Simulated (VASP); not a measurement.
# TiC (Fm-3m) in VASP: further runs

Runs on TiC. Level: r2SCAN. Tasks: single point, relaxation of cell and atoms.

All numbers are computed with VASP 6.6.1; they aren't measurements. Logs are shortened: lines on timing, memory, paths and dates and some standing lists are left out, and cuts for length are marked.

**1. The cell of the first run**

Symmetry: Fm-3m, No. 225, cubic system. Conventional cell: a = 4.319 Å, b = 4.319 Å, c = 4.319 Å, α = 90.00°, β = 90.00°, γ = 90.00°. Within 2.9 Å of Ti (site symmetry m-3m) lie 6 C at 2.16 Å. C (site symmetry m-3m) has 6 Ti at 2.16 Å within 2.9 Å.

**2. Single point, r2SCAN**

The input, POSCAR:

```
TiC
1.0
    0.0000000000      2.1593000000      2.1593000000
    2.1593000000      0.0000000000      2.1593000000
    2.1593000000      2.1593000000      0.0000000000
Ti C
1 1
Direct
    0.0000000000      0.0000000000      0.0000000000
    0.5000000000      0.5000000000      0.5000000000
```

The input, INCAR.step1:

```
PREC = Accurate
ENCUT = 520
ISMEAR = 0
SIGMA = 0.1
LREAL = F
LASPH = T
NELM = 60
NBANDS = 15
GGA = PE
ALGO = Normal
EDIFF = 1E-4
LWAVE = T
LCHARG = F
```

The input, INCAR.step2:

```
PREC = Accurate
ENCUT = 520
EDIFF = 1E-7
ISMEAR = 0
SIGMA = 0.1
LREAL = F
LASPH = T
NELM = 60
ALGO = Normal
ISIF = 2
LWAVE = F
LCHARG = T
METAGGA = R2SCAN
LMIXTAU = T
LELF = T
LVHAR = T
NBANDS = 15
ISTART = 1
```

The input, KPOINTS:

```
regular mesh
0
Gamma
  8 8 8
```

Potentials or basis: VASP PAW PBE potentials, release 64 (Ti_sv, C).

Command:

```sh
cat potpaw_PBE.64/Ti_sv/POTCAR potpaw_PBE.64/C/POTCAR > POTCAR
cp INCAR.step1 INCAR
mpirun -np 1 vasp_std > vasp.out
cp INCAR.step2 INCAR
mpirun -np 1 vasp_std > vasp.out
```

OUTCAR:

```text
PREC = Accurate
   ENCUT = 520
   EDIFF = 1E-7
   ISMEAR = 0
   LREAL = F
   LASPH = T
   NELM = 60
   ISIF = 2
   METAGGA = R2SCAN
   ISTART = 1

 ion  position               nearest neighbor table
   1  0.000  0.000  0.000-   2 2.16   2 2.16   2 2.16   2 2.16   2 2.16   2 2.16
   2  0.500  0.500  0.500-   1 2.16   1 2.16   1 2.16   1 2.16   1 2.16   1 2.16

  LATTYP: Found a face centered cubic cell.
 ALAT       =     4.3186000000

  Lattice vectors:

 A1 = (   0.0000000000,   2.1593000000,   2.1593000000)
 A2 = (   2.1593000000,   0.0000000000,   2.1593000000)
 A3 = (   2.1593000000,   2.1593000000,   0.0000000000)

Analysis of symmetry for initial positions (statically):
=====================================================================
 Subroutine PRICEL returns:
 Original cell was already a primitive cell.

 Routine SETGRP: Setting up the symmetry group for a
 face centered cubic supercell.

 Subroutine GETGRP returns: Found 48 space group operations
 (whereof 48 operations were pure point group operations)
 out of a pool of 48 trial point group operations.

The static configuration has the point symmetry O_h .

Analysis of symmetry for dynamics (positions and initial velocities):
=====================================================================
 Subroutine PRICEL returns:
 Original cell was already a primitive cell.

 Routine SETGRP: Setting up the symmetry group for a
 face centered cubic supercell.

 Subroutine GETGRP returns: Found 48 space group operations
 (whereof 48 operations were pure point group operations)
 out of a pool of 48 trial point group operations.

The dynamic configuration has the point symmetry O_h .

 Subroutine INISYM returns: Found 48 space group operations
 (whereof 48 operations are pure point group operations),
 and found     1 'primitive' translations

----------------------------------------------------------------------------------------

                                     Primitive cell

  volume of cell :      20.1358

  direct lattice vectors                    reciprocal lattice vectors
     0.000000000  2.159300000  2.159300000    -0.231556523  0.231556523  0.231556523
     2.159300000  0.000000000  2.159300000     0.231556523 -0.231556523  0.231556523
     2.159300000  2.159300000  0.000000000     0.231556523  0.231556523 -0.231556523

  length of vectors
     3.053711345  3.053711345  3.053711345     0.401067663  0.401067663  0.401067663

  position of ions in fractional coordinates (direct lattice)
     0.000000000  0.000000000  0.000000000
     0.500000000  0.500000000  0.500000000

  ion indices of the primitive-cell ions
   primitive index   ion index
                 1           1
                 2           2

----------------------------------------------------------------------------------------

 KPOINTS: regular mesh

Automatic generation of k-mesh.
 Grid dimensions read from file:
 generate k-points for:    8    8    8

 Generating k-lattice:

  Cartesian coordinates                     Fractional coordinates (reciprocal lattice)
    -0.028944565  0.028944565  0.028944565     0.125000000  0.000000000  0.000000000
     0.028944565 -0.028944565  0.028944565     0.000000000  0.125000000  0.000000000
     0.028944565  0.028944565 -0.028944565     0.000000000  0.000000000  0.125000000

  Length of vectors
     0.050133458  0.050133458  0.050133458

  Shift w.r.t. Gamma in fractional coordinates (k-lattice)
     0.000000000  0.000000000  0.000000000

 Subroutine IBZKPT returns following result:
 ===========================================

 Found     29 irreducible k-points:

 Following reciprocal coordinates:
            Coordinates               Weight
  0.000000  0.000000  0.000000      1.000000
  0.125000  0.000000  0.000000      8.000000
  0.250000  0.000000  0.000000      8.000000
  0.375000  0.000000  0.000000      8.000000
  0.500000  0.000000  0.000000      4.000000
  0.125000  0.125000  0.000000      6.000000
[... 16 lines left out ...]
  0.500000  0.250000  0.125000     48.000000
 -0.375000  0.250000  0.125000     24.000000
 [... further k-points ...]
   k-points           NKPTS =     29   k-points in BZ     NKDIM =     29   number of bands    NBANDS=     15
   number of dos      NEDOS =    301   number of ions     NIONS =      2
   total plane-waves  NPLWV =  13824
   dimension x,y,z NGX =    24 NGY =   24 NGZ =   24
   dimension x,y,z NGXF=    48 NGYF=   48 NGZF=   48
   ions per type =               1   1
   NGX,Y,Z   is equivalent  to a cutoff of  13.07, 13.07, 13.07 a.u.
   NGXF,Y,Z  is equivalent  to a cutoff of  26.13, 26.13, 26.13 a.u.
 SYSTEM =  unknown system
   PREC   = accura    normal or accurate (medium, high low for compatibility)
   ISTART =      1    job   : 0-new  1-cont  2-samecut
   ICHARG =      0    charge: 1-file 2-atom 10-const
   ISPIN  =      1    spin polarized calculation?
   LNONCOLLINEAR =      F non collinear calculations
[... 63 lines left out ...]
      3     -24.3325      2.00000
      4     -24.3325      2.00000
      5      -3.6518      2.00000
      6      10.4619      0.00000
      7      10.4619      0.00000
      8      10.4619      0.00000
      9      11.2754      0.00000
     10      11.2754      0.00000
     11      11.2754      0.00000
     12      11.3281      0.00000
     13      11.3281      0.00000
     14      20.9284      0.00000
     15      24.4593      0.00000

 k-point     2 :       0.1250    0.0000    0.0000
  band No.  band energies     occupation
      1     -49.3478      2.00000
      2     -24.4130      2.00000
      3     -24.3397      2.00000
      4     -24.3396      2.00000
      5      -3.2905      2.00000
      6       8.9556      2.00000
      7       9.2304      1.99996
      8       9.2304      1.99996
      9      10.8568      0.00000
     10      10.8568      0.00000
     11      11.9922      0.00000
     12      13.5132      0.00000
     13      13.5132      0.00000
     14      21.5124      0.00000
     15      24.4646      0.00000

 k-point     3 :       0.2500    0.0000    0.0000
  band No.  band energies     occupation
      1     -49.3201      2.00000
      2     -24.6034      2.00000
      3     -24.3569      2.00000
      4     -24.3568      2.00000
      5      -2.2977      2.00000
      6       6.6981      2.00000
      7       7.7163      2.00000
      8       7.7163      2.00000
      9      11.5571      0.00000
     10      11.5571      0.00000
     11      12.6539      0.00000
     12      15.7272      0.00000
     13      15.7272      0.00000
     14      21.4302      0.00000
     15      24.8808      0.00000

 k-point     4 :       0.3750    0.0000    0.0000
  band No.  band energies     occupation
      1     -49.2923      2.00000
      2     -24.7886      2.00000
      3     -24.3740      2.00000
      4     -24.3740      2.00000
      5      -0.9563      2.00000
      6       4.5732      2.00000
      7       6.7610      2.00000
      8       6.7610      2.00000
      9      12.3817      0.00000
     10      12.3817      0.00000
     11      13.4547      0.00000
     12      17.4820      0.00000
     13      17.4820      0.00000
     14      19.4861      0.00000
     15      26.1762      0.00000
[... 307 lines left out ...]
 k-point    22 :       0.3750    0.2500    0.1250
  band No.  band energies     occupation
      1     -49.2995      2.00000
      2     -24.6395      2.00000
      3     -24.4551      2.00000
      4     -24.3850      2.00000
      5      -1.7314      2.00000
      6       5.6673      2.00000
      7       7.6456      2.00000
      8       7.6817      2.00000
      9      10.8785      0.00000
     10      12.4876      0.00000
     11      13.6425      0.00000
     12      14.1767      0.00000
     13      16.9339      0.00000
     14      22.9987      0.00000
     15      24.0472      0.00000

 k-point    23 :       0.5000    0.2500    0.1250
  band No.  band energies     occupation
      1     -49.2771      2.00000
      2     -24.7382      2.00000
      3     -24.5047      2.00000
      4     -24.4109      2.00000
      5      -0.8674      2.00000
      6       4.8767      2.00000
      7       6.6751      2.00000
      8       7.1020      2.00000
      9      11.6713      0.00000
     10      12.9223      0.00000
     11      13.7326      0.00000
     12      15.1762      0.00000
     13      17.3206      0.00000
     14      21.8892      0.00000
     15      24.4445      0.00000

 k-point    24 :      -0.3750    0.2500    0.1250
  band No.  band energies     occupation
      1     -49.2678      2.00000
      2     -24.7812      2.00000
      3     -24.5174      2.00000
      4     -24.4268      2.00000
      5      -0.4393      2.00000
      6       4.4884      2.00000
      7       6.3747      2.00000
      8       6.8468      2.00000
      9      12.4279      0.00000
     10      12.6239      0.00000
     11      13.6908      0.00000
     12      16.2982      0.00000
     13      16.7435      0.00000
     14      21.2565      0.00000
     15      24.5979      0.00000

 [... further k-points ...]

------------------------ aborting loop because EDIFF is reached ----------------------------------------

  FORCE on cell =-STRESS in cart. coord.  units (eV):
  Direction    XX          YY          ZZ          XY          YZ          ZX
  --------------------------------------------------------------------------------------
  -------------------------------------------------------------------------------------
  Total        0.3417061      0.3417061      0.3417061      0.0000000      0.0000000     -0.0000000
  in kB       27.1890670     27.1890670     27.1890670      0.0000000      0.0000000     -0.0000000
  external PRESSURE =      27.1890670 kB  Pullay stress =       0.0000000 kB

 VOLUME and BASIS-vectors are now :
 -----------------------------------------------------------------------------
  energy-cutoff  :      520.00
  volume of cell :       20.14
      direct lattice vectors                 reciprocal lattice vectors
     0.000000000  2.159300000  2.159300000    -0.231556523  0.231556523  0.231556523
     2.159300000  0.000000000  2.159300000     0.231556523 -0.231556523  0.231556523
     2.159300000  2.159300000  0.000000000     0.231556523  0.231556523 -0.231556523

 POSITION                                       TOTAL-FORCE (eV/Angst)
 -----------------------------------------------------------------------------------
      0.00000      0.00000      0.00000         0.000000      0.000000      0.000000
      2.15930      2.15930      2.15930        -0.000000     -0.000000     -0.000000
 -----------------------------------------------------------------------------------
    total drift:                                0.000000     -0.000000     -0.000000

  FREE ENERGIE OF THE ION-ELECTRON SYSTEM (eV)
  ---------------------------------------------------
  free  energy   TOTEN  =       -24.8672785872 eV

  energy  without entropy=      -24.8662805830  energy(sigma->0) =      -24.86677959
```

Wall time 18 s (1 thread of Intel Xeon 6975P-C (Granite Rapids), shared host); peak memory 0.14 GiB.

Results:

- Free energy: -24.8673 eV
- Pressure: 2.7 GPa
- Band gap on the k mesh: zero (bands 8 and 9 overlap by 1.32 eV)

Levels at points of the mesh, in eV from the Fermi level:
```tsv
k point	band 6	band 7	band 8	band 9	band 10	band 11
(0.00, 0.00, 0.00)	0.94	0.94	0.94	1.75	1.75	1.75
(0.50, 0.00, 0.00)	-6.06	-3.09	-3.09	3.25	3.25	4.50
(0.50, 0.50, 0.00)	-3.62	-1.47	-0.06	-0.06	2.84	3.89
```

Caveat: the PAW data sets were made with another functional, which shifts forces and pressure a little.

**3. Single point, r2SCAN**

This run uses another cell than the first one, of 10.13 Å³/atom.

The input, POSCAR:

```
TiC
1.0
    0.0000000000      2.1639062010      2.1639062010
    2.1639062010      0.0000000000      2.1639062010
    2.1639062010      2.1639062010      0.0000000000
Ti C
1 1
Direct
    0.0000000000      0.0000000000      0.0000000000
    0.5000000000      0.5000000000      0.5000000000
```

The input, INCAR.step1:

```
SYSTEM = TiC
  ALGO = Normal
  EDIFF = 1E-4
  ENCUT = 520
  GGA = PE
  ISMEAR = 0
  LASPH = .TRUE.
  LCHARG = .FALSE.
  LREAL = .FALSE.
  LWAVE = .TRUE.
  NBANDS = 15
  NELM = 100
  PREC = Accurate
  SIGMA = 0.1
```

The input, INCAR.step2:

```
SYSTEM = TiC
  ALGO = Normal
  EDIFF = 1E-6
  ENCUT = 520
  ISIF = 2
  ISMEAR = 0
  ISTART = 1
  LASPH = .TRUE.
  LCHARG = .FALSE.
  LMIXTAU = .TRUE.
  LREAL = .FALSE.
  LWAVE = .FALSE.
  METAGGA = R2SCAN
  NBANDS = 15
  NELM = 100
  PREC = Accurate
  SIGMA = 0.1
```

The input, KPOINTS:

```
k-points
0
G
  16 16 16
  0 0 0
```

Potentials or basis: VASP PAW PBE potentials, release 64 (Ti_sv, C).

Command:

```sh
cat potpaw_PBE.64/Ti_sv/POTCAR potpaw_PBE.64/C/POTCAR > POTCAR
cp INCAR.step1 INCAR
mpirun -np 1 vasp_std > vasp.out
cp INCAR.step2 INCAR
mpirun -np 1 vasp_std > vasp.out
```

Wall time 50 s (1 thread of Intel Xeon 6975P-C (Granite Rapids), shared host); peak memory 0.17 GiB.

Results (log left out):

```
Free energy            : -24.8688 eV
Pressure               : 0.9 GPa
Band gap on the k mesh : zero (bands 8 and 9 overlap by 1.32 eV)
```

Levels at points of the mesh, in eV from the Fermi level:
```csv
k point,band 6,band 7,band 8,band 9,band 10,band 11
"(0.00, 0.00, 0.00)",0.87,0.87,0.87,1.67,1.67,1.67
"(0.50, 0.00, 0.00)",-6.10,-3.13,-3.13,3.16,3.16,4.40
"(0.50, 0.50, 0.00)",-3.68,-1.52,-0.14,-0.14,2.75,3.79
```

Caveat: the PAW data sets were made with another functional, which shifts forces and pressure a little.

**4. Relaxation of cell and atoms, r2SCAN**

The input, POSCAR:

```
TiC
1.0
    0.0000000000      2.1593000000      2.1593000000
    2.1593000000      0.0000000000      2.1593000000
    2.1593000000      2.1593000000      0.0000000000
Ti C
1 1
Direct
    0.0000000000      0.0000000000      0.0000000000
    0.5000000000      0.5000000000      0.5000000000
```

The input, INCAR.step1:

```
SYSTEM = TiC
PREC = Accurate ; ENCUT = 600
ISMEAR = 0 ; SIGMA = 0.1
LREAL = .False. ; LASPH = .True.
NELM = 80 ; GGA = PE
ALGO = Normal ; EDIFF = 1E-4
LWAVE = .True. ; LCHARG = .False.
```

The input, INCAR.step2:

```
SYSTEM = TiC
PREC = Accurate ; ENCUT = 600
EDIFF = 1E-6 ; ISMEAR = 0
SIGMA = 0.1 ; LREAL = .False.
LASPH = .True. ; NELM = 80
ALGO = Normal ; ISIF = 3
LWAVE = .False. ; LCHARG = .False.
METAGGA = R2SCAN ; LMIXTAU = .True.
IBRION = 2 ; NSW = 100
EDIFFG = -0.005 ; ISTART = 1
```

The input, KPOINTS:

```
regular mesh
0
Gamma
  16 16 16
  0 0 0
```

Command:

```sh
cat potpaw_PBE.64/Ti_sv/POTCAR potpaw_PBE.64/C/POTCAR > POTCAR
cp INCAR.step1 INCAR
mpirun -np 1 vasp_std > vasp.out
cp INCAR.step2 INCAR
mpirun -np 1 vasp_std > vasp.out
```

Wall time 1.7 min (1 thread of Intel Xeon 6975P-C (Granite Rapids), shared host); peak memory 0.18 GiB.

It converged, with:

- Free energy: -24.8706 eV
- Relaxed volume: 10.17 Å³/atom
- Relaxed cell: a = 3.064 Å, b = 3.064 Å, c = 3.064 Å, α = 60.00°, β = 60.00°, γ = 60.00°
- Space group after relaxing (to 0.1 Å): Fm-3m (No. 225)
- Energy gained by relaxing: 0.8 meV/atom
- Ionic steps: 3
- Pressure after relaxing: 0.0 GPa
- Band gap on the k mesh: zero (bands 8 and 9 overlap by 1.32 eV)

Step by step:
```csv
step,energy change (eV),largest force (eV/Å),pressure (GPa),volume (Å³)
1,0.0000,0.0000,2.55,20.14
2,0.0014,0.0000,-3.44,20.61
3,-0.0016,0.0000,0.02,20.33
```

Final structure:
```
Ti C
1.0
     0.00000    2.16633    2.16633
     2.16633    0.00000    2.16633
     2.16633    2.16633    0.00000
Ti C
1 1
Direct
  0.00000 0.00000 0.00000
  0.50000 0.50000 0.50000
```

Levels at points of the mesh, in eV from the Fermi level:
```tsv
k point	band 4	band 5	band 6	band 7	band 8	band 9	band 10	band 11	band 12
(0.00, 0.00, 0.00)	-33.96	-13.20	0.87	0.87	0.87	1.67	1.67	1.67	1.72
(0.50, 0.00, 0.00)	-34.00	-9.70	-6.08	-3.12	-3.12	3.14	3.14	4.38	8.51
(0.50, 0.50, 0.00)	-34.13	-10.93	-3.68	-1.51	-0.14	-0.14	2.73	3.77	3.77
```

Caveat: the PAW data sets were made with another functional, which shifts forces and pressure a little. Zero-point motion and thermal expansion aren't in these numbers.

**5. Single point, r2SCAN**

This run uses another cell than the first one, of 10.13 Å³/atom.

The input, POSCAR:

```
TiC
1.0
    3.0602254972      0.0000000000      0.0000000000
    0.0000000000      3.0602254972      0.0000000000
    1.5301127486      1.5301127486      2.1639062010
Ti C
1 1
Direct
    0.0000000000      0.0000000000      0.0000000000
    0.5000000000      0.5000000000      0.0000000000
```

The input, INCAR.step1:

```
PREC = Accurate ; ENCUT = 520
ISMEAR = 0 ; SIGMA = 0.1
LREAL = False ; LASPH = True
NELM = 100 ; NBANDS = 15
ISYM = 0 ; GGA = PE
ALGO = Normal ; EDIFF = 1E-4
LWAVE = True ; LCHARG = False
```

The input, INCAR.step2:

```
PREC = Accurate ; ENCUT = 520
EDIFF = 1E-6 ; ISMEAR = 0
SIGMA = 0.1 ; LREAL = False
LASPH = True ; NELM = 100
ALGO = Normal ; ISIF = 2
LWAVE = False ; LCHARG = False
METAGGA = R2SCAN ; LMIXTAU = True
NBANDS = 15 ; ISYM = 0
ISTART = 1
```

The input, KPOINTS:

```
regular mesh
0
Gamma
  11 11 16
```

Command:

```sh
cat potpaw_PBE.64/Ti_sv/POTCAR potpaw_PBE.64/C/POTCAR > POTCAR
cp INCAR.step1 INCAR
mpirun -np 1 vasp_std > vasp.out
cp INCAR.step2 INCAR
mpirun -np 1 vasp_std > vasp.out
```

Run time: 4.8 min. Hardware: 1 thread of Intel Xeon 6975P-C (Granite Rapids), shared host; peak memory 0.39 GiB.

Results (log left out):

```
Free energy            : -24.8690 eV
Pressure               : 0.9 GPa
Band gap on the k mesh : zero (bands 8 and 9 overlap by 1.33 eV)
```

Levels at points of the mesh, in eV from the Fermi level:
```csv
k point,band 6,band 7,band 8,band 9,band 10,band 11
"(0.00, 0.00, 0.00)",0.81,0.81,0.81,1.61,1.61,1.61
"(0.00, 0.00, 0.50)",-3.75,-1.58,-0.20,-0.20,2.68,3.72
```

Caveat: the PAW data sets were made with another functional, which shifts forces and pressure a little.

**6. Summary**

```csv
task,cell,k mesh,cutoff (eV),gap on the mesh (eV),pressure (GPa)
single point,"a = 3.054 Å, angles 60.0°, 2 atoms, atomic positions A",8 × 8 × 8,520,none,2.7
single point,"a = 3.060 Å, angles 60.0°, 2 atoms, atomic positions A",16 × 16 × 16,520,none,0.9
relaxation of cell and atoms,"relaxed from a = 3.054 Å, angles 60.0°, 2 atoms, atomic positions A",16 × 16 × 16,600,none,0.0
single point,"a = 3.060 Å, angles 60.0, 60.0, 90.0°, 2 atoms, atomic positions B",11 × 11 × 16,520,none,0.9
```

Alike in all rows: level r2SCAN; potentials or basis VASP PAW PBE potentials, release 64 (Ti_sv, C); no spin polarisation; smearing gaussian 0.1 eV.

Caveats: the PAW data sets were made with another functional, which shifts forces and pressure a little.

Total energies depend on the potentials used, so only differences within one code and one set of settings carry meaning.
